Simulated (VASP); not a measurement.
# C (P-3m1) in VASP: notebook

The runs below take C through single point, with r2SCAN.

Program: VASP 6.6.1. These are calculated values, not measurements. Logs are shortened: lines on timing, memory, paths and dates and some standing lists are left out, and cuts for length are marked.

## Step 1: The cell of the first run

Symmetry: P-3m1, No. 164, trigonal system. Conventional cell: a = 2.456 Å, b = 2.456 Å, c = 11.557 Å, α = 90.00°, β = 90.00°, γ = 120.00°. C (site symmetry 3m) has 3 C at 1.42 Å within 1.9 Å. Within 1.9 Å of C (site symmetry 3m) lie 3 C at 1.42 Å. Within 1.9 Å of C (site symmetry 3m) lie 3 C at 1.42 Å.

## Step 2: Single point, r2SCAN

File POSCAR:

```
C
1.0
   -2.4558330623      0.0000000000      0.0000000000
   -1.2279165312     -2.1268138194      0.0000000000
    0.0000000000      0.0000000000     11.5572328611
C
6
Direct
    0.6666666667      0.6666666667      0.1522083175
    1.0000000000      1.0000000000      0.7611910494
    0.3333333333      0.3333333333      0.4566996835
    0.6666666667      0.6666666667      0.7612353312
    1.0000000000      0.0000000000      0.4567439652
    0.3333333333      0.3333333333      0.1522525993
```

File INCAR.step1:

```
SYSTEM = C
PREC     = Accurate       ! precision mode
ENCUT    = 520            ! plane-wave cutoff, eV
ISMEAR   = 0              ! smearing method
SIGMA    = 0.05           ! smearing width, eV
LREAL    = .FALSE.        ! projectors in reciprocal space
LASPH    = .TRUE.         ! aspherical terms in the spheres
NELM     = 80             ! most SCF steps
NBANDS   = 21             ! bands
GGA      = PE             ! functional
ALGO     = Normal         ! electronic algorithm
EDIFF    = 1E-4           ! SCF threshold, eV
LWAVE    = .TRUE.         ! write WAVECAR
LCHARG   = .FALSE.        ! write CHGCAR
```

File INCAR.step2:

```
SYSTEM = C
PREC     = Accurate       ! precision mode
ENCUT    = 520            ! plane-wave cutoff, eV
EDIFF    = 1E-6           ! SCF threshold, eV
ISMEAR   = 0              ! smearing method
SIGMA    = 0.05           ! smearing width, eV
LREAL    = .FALSE.        ! projectors in reciprocal space
LASPH    = .TRUE.         ! aspherical terms in the spheres
NELM     = 80             ! most SCF steps
ALGO     = Normal         ! electronic algorithm
ISIF     = 2              ! what is computed and relaxed
LWAVE    = .FALSE.        ! write WAVECAR
LCHARG   = .FALSE.        ! write CHGCAR
METAGGA  = R2SCAN         ! meta-GGA
LMIXTAU  = .TRUE.       
NBANDS   = 21             ! bands
ISTART   = 1
```

File KPOINTS:

```
regular mesh
0
G
  15 15 3
  0 0 0
```

Potentials or basis: VASP PAW PBE potentials, release 64 (C).

On the command line:

```
> cat potpaw_PBE.64/C/POTCAR > POTCAR
> cp INCAR.step1 INCAR
> mpirun -np 1 vasp_std > vasp.out
> cp INCAR.step2 INCAR
> mpirun -np 1 vasp_std > vasp.out
```

OUTCAR:

```text
SYSTEM = C
   PREC = Accurate
   ENCUT = 520
   EDIFF = 1E-6
   ISMEAR = 0
   LREAL = .FALSE.
   LASPH = .TRUE.
   NELM = 80
   ISIF = 2
   METAGGA = R2SCAN
   ISTART = 1

 ion  position               nearest neighbor table
   1  0.667  0.667  0.152-   6 1.42   6 1.42   6 1.42
   2  0.000  0.000  0.761-   4 1.42   4 1.42   4 1.42
   3  0.333  0.333  0.457-   5 1.42   5 1.42   5 1.42
   4  0.667  0.667  0.761-   2 1.42   2 1.42   2 1.42
   5  0.000  0.000  0.457-   3 1.42   3 1.42   3 1.42
   6  0.333  0.333  0.152-   1 1.42   1 1.42   1 1.42

  LATTYP: Found a hexagonal cell.
 ALAT       =     2.4558330623
 C/A-ratio  =     4.7060335812

  Lattice vectors:

 A1 = (   1.2279165312,   2.1268138194,   0.0000000000)
 A2 = (  -2.4558330623,   0.0000000000,   0.0000000000)
 A3 = (   0.0000000000,   0.0000000000,  11.5572328611)

Analysis of symmetry for initial positions (statically):
=====================================================================
 Subroutine PRICEL returns:
 Original cell was already a primitive cell.

 Routine SETGRP: Setting up the symmetry group for a
 hexagonal supercell.

 Subroutine GETGRP returns: Found 12 space group operations
 (whereof  6 operations were pure point group operations)
 out of a pool of 24 trial point group operations.

The static configuration has the point symmetry C_3v.
 The point group associated with its full space group is D_3d.

Analysis of symmetry for dynamics (positions and initial velocities):
=====================================================================
 Subroutine PRICEL returns:
 Original cell was already a primitive cell.

 Routine SETGRP: Setting up the symmetry group for a
 hexagonal supercell.

 Subroutine GETGRP returns: Found 12 space group operations
 (whereof  6 operations were pure point group operations)
 out of a pool of 24 trial point group operations.

The dynamic configuration has the point symmetry C_3v.
 The point group associated with its full space group is D_3d.

 Subroutine INISYM returns: Found 12 space group operations
 (whereof  6 operations are pure point group operations),
 and found     1 'primitive' translations

----------------------------------------------------------------------------------------

                                     Primitive cell

  volume of cell :      60.3646

  direct lattice vectors                    reciprocal lattice vectors
    -2.455833062  0.000000000  0.000000000    -0.407193801  0.235093451  0.000000000
    -1.227916531 -2.126813819  0.000000000     0.000000000 -0.470186902  0.000000000
     0.000000000  0.000000000 11.557232861     0.000000000  0.000000000  0.086525902

  length of vectors
     2.455833062  2.455833062 11.557232861     0.470186902  0.470186902  0.086525902

  position of ions in fractional coordinates (direct lattice)
     0.666666667  0.666666667  0.152208317
     0.000000000  0.000000000  0.761191049
     0.333333333  0.333333333  0.456699683
     0.666666667  0.666666667  0.761235331
     0.000000000  0.000000000  0.456743965
     0.333333333  0.333333333  0.152252599

  ion indices of the primitive-cell ions
   primitive index   ion index
                 1           1
                 2           2
                 3           3
                 4           4
                 5           5
                 6           6

----------------------------------------------------------------------------------------

 KPOINTS: regular mesh

Automatic generation of k-mesh.
 Grid dimensions read from file:
 generate k-points for:   15   15    3

 Generating k-lattice:

  Cartesian coordinates                     Fractional coordinates (reciprocal lattice)
    -0.027146253  0.015672897  0.000000000     0.066666667  0.000000000  0.000000000
     0.000000000 -0.031345793  0.000000000     0.000000000  0.066666667  0.000000000
     0.000000000  0.000000000  0.028841967     0.000000000  0.000000000  0.333333333

  Length of vectors
     0.031345793  0.031345793  0.028841967

  Shift w.r.t. Gamma in fractional coordinates (k-lattice)
     0.000000000  0.000000000  0.000000000

 Subroutine IBZKPT returns following result:
 ===========================================

 Found     73 irreducible k-points:

 Following reciprocal coordinates:
            Coordinates               Weight
  0.000000  0.000000  0.000000      1.000000
  0.066667 -0.000000  0.000000      6.000000
  0.133333 -0.000000  0.000000      6.000000
  0.200000 -0.000000  0.000000      6.000000
  0.266667 -0.000000  0.000000      6.000000
  0.333333 -0.000000  0.000000      6.000000
[... 16 lines left out ...]
 -0.466667  0.200000  0.000000     12.000000
 -0.400000  0.200000  0.000000      6.000000
 [... further k-points ...]
   k-points           NKPTS =     73   k-points in BZ     NKDIM =     73   number of bands    NBANDS=     21
   number of dos      NEDOS =    301   number of ions     NIONS =      6
   total plane-waves  NPLWV =  29160
   dimension x,y,z NGX =    18 NGY =   18 NGZ =   90
   dimension x,y,z NGXF=    36 NGYF=   36 NGZF=  180
   ions per type =               6
   NGX,Y,Z   is equivalent  to a cutoff of  12.18, 12.18, 12.95 a.u.
   NGXF,Y,Z  is equivalent  to a cutoff of  24.37, 24.37, 25.89 a.u.
 SYSTEM =  C
   PREC   = accura    normal or accurate (medium, high low for compatibility)
   ISTART =      1    job   : 0-new  1-cont  2-samecut
   ICHARG =      0    charge: 1-file 2-atom 10-const
   ISPIN  =      1    spin polarized calculation?
   LNONCOLLINEAR =      F non collinear calculations
   LSORBIT =      F    spin-orbit coupling
   LASPH  =      T    aspherical Exc in radial PAW
   ENCUT  =  520.0 eV  38.22 Ry    6.18 a.u.   4.57  4.57 21.49*2*pi/ulx,y,z
   NELM   =     80;   NELMIN=  2; NELMDL=  0     # of ELM steps
   EDIFF  = 0.1E-05   stopping-criterion for ELM
   LREAL  =      F    real-space projection
   EDIFFG = 0.1E-04   stopping-criterion for IOM
   NSW    =      0    number of steps for IOM
   IBRION =     -1    ionic relax: 0-MD 1-quasi-New 2-CG
   NFREE  =      0    steps in history (QN), initial steepest desc. (CG)
   ISIF   =      2    stress and relaxation
   ISYM   =      2    0-nonsym 1-usesym 2-fastsym
   POTIM  = 0.5000    time-step for ionic-motion
   TEBEG  =    0.0;   TEEND  =   0.0 temperature during run
   PSTRESS=    0.0 pullay stress
   NELECT =      24.0000    total number of electrons
   NUPDOWN=      -1.0000    fix difference up-down
   EMIN   =  10.00;   EMAX   =-10.00  energy-range for DOS
   EFERMI =   0.00;   METHOD = LEGACY
   ISMEAR =     0;   SIGMA  =   0.05  broadening in eV -4-tet -1-fermi 0-gaus
   EFERMI_NEDOS =   21; number of points for ismear=-14 and -15
   IALGO  =     38    algorithm
   IMIX   =      4    mixing-type and parameters
     AMIX     =   0.40;   BMIX     =  1.00
     AMIX_MAG =   1.60;   BMIX_MAG =  1.00
  volume/ion in A,a.u.               =      10.06        67.89
  Fermi-wavevector in a.u.,A,eV,Ry     =   1.203791  2.274836 19.716385  1.449113
  Thomas-Fermi vector in A             =   2.339535
   LORBIT       =      0    0 simple, 1 ext, 2 COOP (PROOUT), +10 PAW based schemes
   METAGGA = R2SCAN    functional components
   LHFCALC =     F    Hartree Fock is set to
   AEXX    =    0.0000 exact exchange contribution
   IVDW    =     0    specifies the selected vdW correction
   LEPSILON=     F    determine dielectric tensor
   LRPA    =     F    only Hartree local field effects (RPA)
 non-spin polarized calculation
 Gauss-broadening in eV      SIGMA  =   0.05
  energy-cutoff  :      520.00
  volume of cell :       60.36
 maximum number of plane-waves:      1650
   NGX =  9   NGY =  9   NGZ = 43

 number of electron      23.9999994 magnetization

 Free energy of the ion-electron system (eV)
  ---------------------------------------------------
  ext. energy  EPLUGINS =         0.00000000
  ---------------------------------------------------
  free energy    TOTEN  =       -59.60127431 eV

  energy without entropy =      -59.60103791  energy(sigma->0) =      -59.60115611

 E-fermi :   3.5477     XC(G=0): -10.1011

 val. band max:        3.5093154364   @ k =  -0.3333   0.3333   0.0000
 cond. band min:       3.5859755781   @ k =  -0.3333   0.3333   0.0000
 fundamental gap:      0.0766601417
 Fermi energy:         3.5477368304

 k-point     1 :       0.0000    0.0000    0.0000
  band No.  band energies     occupation
      1     -17.3781      2.00000
      2     -17.3024      2.00000
      3     -17.2348      2.00000
      4      -5.0872      2.00000
      5      -4.6762      2.00000
      6      -3.9641      2.00000
[... 13 lines left out ...]
     20      12.2864      0.00000
     21      12.2864      0.00000

 k-point     2 :       0.0667   -0.0000    0.0000
  band No.  band energies     occupation
      1     -17.2659      2.00000
      2     -17.1906      2.00000
      3     -17.1235      2.00000
      4      -4.9520      2.00000
      5      -4.5423      2.00000
      6      -3.8335      2.00000
[... 13 lines left out ...]
     20      12.7561      0.00000
     21      12.7706      0.00000

 k-point     3 :       0.1333   -0.0000    0.0000
  band No.  band energies     occupation
      1     -16.9300      2.00000
      2     -16.8563      2.00000
      3     -16.7905      2.00000
      4      -4.5486      2.00000
      5      -4.1430      2.00000
      6      -3.4440      2.00000
[... 13 lines left out ...]
     20      14.0879      0.00000
     21      14.1021      0.00000
[... 457 lines left out ...]
 k-point    23 :      -0.4667    0.2000    0.0000
  band No.  band energies     occupation
      1     -12.1268      2.00000
      2     -12.0764      2.00000
      3     -12.0301      2.00000
      4      -8.9395      2.00000
      5      -8.9058      2.00000
      6      -8.8733      2.00000
[... 13 lines left out ...]
     20      15.2392      0.00000
     21      15.4871      0.00000

 k-point    24 :      -0.4000    0.2000    0.0000
  band No.  band energies     occupation
      1     -11.1459      2.00000
      2     -11.1253      2.00000
      3     -11.0956      2.00000
      4      -9.9925      2.00000
      5      -9.9788      2.00000
      6      -9.9609      2.00000
[... 13 lines left out ...]
     20      15.4532      0.00000
     21      15.5515      0.00000

 [... further k-points ...]
[... 5 lines left out ...]
  --------------------------------------------------------------------------------------
  -------------------------------------------------------------------------------------
  Total        0.3816182      0.3816182     -0.1386065      0.0000000      0.0000000      0.0000000
  in kB       10.1287876     10.1287876     -3.6788505      0.0000000      0.0000000      0.0000000
  external PRESSURE =       5.5262415 kB  Pullay stress =       0.0000000 kB

 VOLUME and BASIS-vectors are now :
 -----------------------------------------------------------------------------
  energy-cutoff  :      520.00
  volume of cell :       60.36
      direct lattice vectors                 reciprocal lattice vectors
    -2.455833062  0.000000000  0.000000000    -0.407193801  0.235093451  0.000000000
    -1.227916531 -2.126813819  0.000000000     0.000000000 -0.470186902  0.000000000
     0.000000000  0.000000000 11.557232861     0.000000000  0.000000000  0.086525902

 POSITION                                       TOTAL-FORCE (eV/Angst)
 -----------------------------------------------------------------------------------
     -2.45583     -1.41788      1.75911         0.000000     -0.000000     -0.004728
      0.00000      0.00000      8.79726         0.000000     -0.000000      0.012631
     -1.22792     -0.70894      5.27818         0.000000      0.000000      0.000243
     -2.45583     -1.41788      8.79777        -0.000000     -0.000000      0.004728
      0.00000      0.00000      5.27870        -0.000000     -0.000000     -0.000243
     -1.22792     -0.70894      1.75962        -0.000000     -0.000000     -0.012631
 -----------------------------------------------------------------------------------
    total drift:                               -0.000000     -0.000000      0.000039

  FREE ENERGIE OF THE ION-ELECTRON SYSTEM (eV)
  ---------------------------------------------------
  free  energy   TOTEN  =       -59.6012743065 eV

  energy  without entropy=      -59.6010379093  energy(sigma->0) =      -59.60115611
```

It took 2 min on 1 thread of Intel Xeon 6975P-C (Granite Rapids), shared host; peak memory 0.2 GiB.

What came out:

```
Free energy            : -59.6013 eV
Pressure               : 0.6 GPa
Largest force          : 0.013 eV/Å
Band gap on the k mesh : 0.08 eV, direct
```

Forces on the atoms (eV/Å):
```
C    0.000  0.000 -0.005
C    0.000  0.000  0.013
C    0.000  0.000  0.000
C    0.000  0.000  0.005
C    0.000  0.000  0.000
C    0.000  0.000 -0.013
```

Caveat: the PAW data sets were made with another functional, which shifts forces and pressure a little.

(Continued in part 2 of 2.)
